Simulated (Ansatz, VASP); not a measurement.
FeGe in VASP and in Ansatz

```
Fe Ge
1.0
     4.69950    0.00000    0.00000
     0.00000    4.69950    0.00000
     0.00000    0.00000    4.69950
Fe Ge
4 4
Cartesian
  0.6062 0.6062 0.6062
  1.7435 4.0933 2.9560
  2.9560 1.7435 4.0933
  4.0933 2.9560 1.7435
  3.9306 3.9306 3.9306
  3.1186 0.7689 1.5809
  1.5809 3.1186 0.7689
  0.7689 1.5809 3.1186
```

Alike in both runs: functional PBEsol; k mesh 10 × 10 × 10; occupations gaussian, width 0.03 eV; no spin polarisation.

Ansatz relaxed the structure, and its values are those at the end. VASP's run is a single point on that final structure, the one shown.

```csv
,VASP,Ansatz
version,VASP 6.6.1,Ansatz 0.2.0
potentials or method,"VASP PAW PBE potentials, release 64 (Fe, Ge_d), cutoff 520 eV","scalar-relativistic, plane waves, PAW"
valence electrons in the cell,88,120
```

|  | VASP | Ansatz | Ansatz less VASP |
| --- | --- | --- | --- |
| gap on the k mesh at the Fermi level (eV) | 0.10 | 0.10 | +0.006 |
| least direct gap on the mesh (eV) | 0.13 | 0.13 | +0.006 |
| pressure (GPa) | -12.1 | -12.4 | -0.26 |
| rms of the force components (eV/Å) | 0.008 | 0.002 | -0.0069 |

VASP's potentials were made for PBE, not for PBEsol. VASP's potentials hold 88 valence electrons a cell and Ansatz's 120, so a difference there can come from the potentials and not from the codes. Ansatz's warnings: stress scf threshold loose.
